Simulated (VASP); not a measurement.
# HfNiS4: single point with PBE

HfNiS4:

```xyz
6
Lattice="0.0000 3.8847 3.8847 3.8847 0.0000 3.8847 3.8847 3.8847 0.0000" Properties=species:S:1:pos:R:3 pbc="T T T"
Hf    1.9424    1.9424    1.9424
Ni    0.0000    0.0000    0.0000
S     4.8585    2.9110    2.9110
S     2.9110    4.8585    2.9110
S     2.9110    2.9110    4.8585
S     4.8585    4.8585    4.8585
```

The cell was generated, and may not be a known phase.

```json
{"Program": "VASP 6.6.1", "Task": "single point", "Functional": "PBE", "Potentials or basis": "VASP PAW PBE potentials, release 64 (Hf_pv, Ni, S)", "Cutoff": "520 eV", "k mesh": "4 × 4 × 4", "Occupations": "gaussian, width 0.1 eV", "Spin": "collinear spin, ferromagnetic start", "Starting moments": "[0.0, 2.0, 0.0, 0.0, 0.0, 0.0] μB"}
```

```yaml
Pressure: -11.1 GPa
Largest_force: 0.017 eV/Å
Net_moment: 1.03 μB per cell
Site_moments: Hf -0.01; Ni +0.61; S +0.06 μB
Valence_electrons_inside_the_program's_atomic_spheres: Hf 7.58; Ni 8.81; S 3.52
```

Forces on the atoms (eV/Å):
```
Hf   0.000  0.000  0.000
Ni   0.000  0.000  0.000
S    0.010 -0.010 -0.010
S   -0.010  0.010 -0.010
S   -0.010 -0.010  0.010
S    0.010  0.010  0.010
```

Levels at points of the mesh, in eV from the Fermi level:
Spin up:
| k point | band 20 | band 21 | band 22 | band 23 | band 24 | band 25 |
| --- | --- | --- | --- | --- | --- | --- |
| (0.00, 0.00, 0.00) | 0.71 | 0.71 | 0.71 | 1.01 | 1.01 | 1.01 |
| (0.50, 0.00, 0.00) | -0.75 | -0.75 | -0.50 | 0.77 | 0.87 | 0.87 |
| (0.50, 0.50, 0.00) | -1.02 | -0.87 | -0.56 | 0.75 | 0.75 | 0.89 |
Spin down:
```
           k point  band 17  band 18  band 19  band 20  band 21  band 22  band 23  band 24  band 25  band 26
(0.00, 0.00, 0.00)    -0.63    -0.13    -0.13     0.82     0.82     0.82     1.10     1.10     1.10     2.10
(0.50, 0.00, 0.00)    -1.28    -0.38    -0.38    -0.26    -0.26    -0.21     0.88     0.91     0.91     1.35
(0.50, 0.50, 0.00)    -2.40    -0.74    -0.74    -0.40    -0.36     0.04     0.82     0.82     0.90     1.10
```

Wall time 3.5 min on 1 thread of Intel Xeon 8259CL (shared host), peak memory 0.34 GiB.

Caveat: the cell stands under tension; spin-orbit coupling is left out, which moves the levels of the heavy elements; a cell with one magnetic atom can't hold antiferromagnetic order, which such compounds often take. With open d or f shells a metallic result of PBE can be an artefact of self-interaction; +U or a hybrid may open a gap.
